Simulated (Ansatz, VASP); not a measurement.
# MgS in VASP and in Ansatz

```
Mg S
1.0
     0.00000    2.61712    2.57754
     2.61712    0.00000    2.57754
     2.61712    2.61712    0.00000
Mg S
1 1
Direct
  0.00000 0.00000 0.00000
  0.50000 0.50000 0.50000
```

Change from the starting cell: strained cell.

Alike in both runs: functional PBEsol; k mesh 6 × 6 × 6; occupations gaussian, width 0.02 eV; no spin polarisation.

Ansatz relaxed the structure, and its values are those at the end. VASP's run is a single point on that final structure, the one shown.

```csv
,VASP,Ansatz
version,VASP 6.6.1,Ansatz 0.2.0
potentials or method,"VASP PAW PBE potentials, release 64 (Mg, S), cutoff 600 eV","scalar-relativistic, plane waves, PAW"
valence electrons in the cell,8,16
```

|  | VASP | Ansatz | Ansatz less VASP |
| --- | --- | --- | --- |
| gap on the k mesh at the Fermi level (eV) | 2.62 | 2.62 | 0.000 |
| least direct gap on the mesh (eV) | 3.55 | 3.55 | +0.001 |
| pressure (GPa) | -1.3 | -1.1 | +0.18 |

VASP's potentials were made for PBE, not for PBEsol, and Ansatz warns of the same on its side. VASP's potentials hold 8 valence electrons a cell and Ansatz's 16, so a difference there can come from the potentials and not from the codes. Ansatz's warnings: stress scf threshold loose.
